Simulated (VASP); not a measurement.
# SnO2: single point with LDA

The system is SnO2.

```
Sn O
1.0
     1.58408    0.91457    4.70259
    -1.58408    0.91457    4.70259
     0.00000   -1.82914    4.70259
Sn O
1 2
Direct
  0.50000 0.50000 0.50000
  0.76283 0.76283 0.76283
  0.23717 0.23717 0.23717
```

| Quantity | Value |
| --- | --- |
| Program | VASP 6.6.1 |
| Task | single point |
| Functional | LDA |
| Potentials or basis | VASP PAW LDA potentials, release 64 (Sn_d, O) |
| Cutoff | 520 eV |
| k mesh | 10 × 10 × 10 |
| Occupations | fermi-dirac, width 0.05 eV |
| Spin | no spin polarisation |

```
Pressure               : 0.7 GPa
Largest force          : 0.065 eV/Å
Band gap on the k mesh : 2.18 eV (least direct gap 2.37 eV)
```

Forces in eV/Å, atoms in the order of the input:
```
Sn   0.000  0.000  0.000
O    0.000  0.000 -0.065
O    0.000  0.000  0.065
```

Stress tensor (GPa, compression positive):
```
 2.05  0.00  0.00
 0.00  2.05  0.00
 0.00  0.00 -1.93
```

Levels at points of the mesh, in eV from the valence-band top:
| k point | band 10 | band 11 | band 12 | band 13 | band 14 | band 15 | band 16 | band 17 |
| --- | --- | --- | --- | --- | --- | --- | --- | --- |
| (0.00, 0.00, 0.00) | -1.37 | -0.89 | -0.89 | -0.19 | 2.18 | 5.81 | 11.32 | 11.32 |
| (0.50, 0.00, 0.00) | -3.17 | -1.58 | -0.63 | -0.59 | 5.75 | 7.89 | 10.21 | 12.46 |
| (0.50, 0.50, 0.00) | -3.27 | -1.22 | -0.43 | -0.01 | 5.41 | 7.01 | 11.05 | 11.26 |
| (0.50, 0.50, 0.50) | -1.44 | -1.44 | -0.83 | -0.83 | 3.54 | 5.82 | 11.52 | 11.52 |

It took 4.4 min on 1 thread of Intel Xeon 8259CL, on a shared host, peak memory 0.25 GiB.

Caveat: spin-orbit coupling is left out, which moves the levels of the heavy elements. A k mesh can miss the band edges.
